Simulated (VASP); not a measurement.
The system is Ti.

```
Ti
1.0
    -1.64100    1.64100    1.64100
     1.64100   -1.64100    1.64100
     1.64100    1.64100   -1.64100
Ti
1
Cartesian
  0.0000 0.0000 0.0000
```

Base run:

| Item | Value |
| --- | --- |
| Program | VASP 6.6.1 |
| Functional | PBE |
| Potentials or basis | VASP PAW PBE potentials, release 64 (Ti_sv) |
| Cutoff | 520 eV |
| k mesh | 14 × 14 × 14 |
| Occupations | fermi-dirac, width 0.28 eV |
| Spin | no spin polarisation |

Its results: band gap on the k mesh zero (band 6 reaches 8.90 eV, above the bottom of band 7 at 7.26 eV); pressure -0.1 GPa.

The run is repeated on the same cell with these changes: occupations from fermi-dirac, width 0.28 eV to methfessel-paxton, width 0.025 eV. What comes out?

Band gap on the k mesh zero (band 6 reaches 8.88 eV, above the bottom of band 7 at 7.25 eV); pressure -2.7 GPa.
